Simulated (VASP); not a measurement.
Here is a VASP 6.6.1 calculation.

File INCAR:

```
ALGO = Normal ; EDIFF = 1E-6
ENCUT = 520 ; GGA = PE
ISIF = 2 ; ISMEAR = 0
LASPH = True ; LCHARG = False
LREAL = False ; LWAVE = False
NBANDS = 80 ; NELM = 80
PREC = Accurate ; SIGMA = 0.2
```

Contents of KPOINTS:

```
k-points
0
Gamma
  4 4 2
```

POSCAR

```
Hf6F
1.0
    5.6189831488      0.0000000000      0.0000000000
   -2.8094915744      4.8661821503      0.0000000000
    0.0000000000      0.0000000000     10.3490993174
Hf F
12 2
Direct
    0.6645191346      0.6785466049      0.6178169153
    1.0140274703      0.6785466049      0.8821830847
    1.0140274703      0.3354808654      0.6178169153
    0.3214533951      0.3354808654      0.8821830847
    0.6645191346     -0.0140274703      0.8821830847
    0.3214533951     -0.0140274703      0.6178169153
    0.3354808654      1.0140274703      0.1178169153
   -0.0140274703      0.6645191346      0.3821830847
    0.6785466049      1.0140274703      0.3821830847
   -0.0140274703      0.3214533951      0.1178169153
    0.3354808654      0.3214533951      0.3821830847
    0.6785466049      0.6645191346      0.1178169153
    0.6666666667      0.3333333333      0.7500000000
    0.3333333333      0.6666666667      0.2500000000
```

Potentials or basis: VASP PAW PBE potentials, release 64 (Hf_pv, F).

Command:

```console
$ cat potpaw_PBE.64/Hf_pv/POTCAR potpaw_PBE.64/F/POTCAR > POTCAR
$ mpirun -np 1 vasp_std > vasp.out
```

Estimate the pressure.

-0.6 GPa.

Estimate the band gap on the k mesh.

zero (bands 67 and 68 overlap by 0.33 eV).

Stress tensor (GPa, compression positive):
```
-0.58  0.00  0.00
 0.00 -0.58  0.00
 0.00  0.00 -0.71
```

Caveat: the cell differs from its parent crystal (with an interstitial atom); spin-orbit coupling is left out, which moves the levels of the heavy elements.
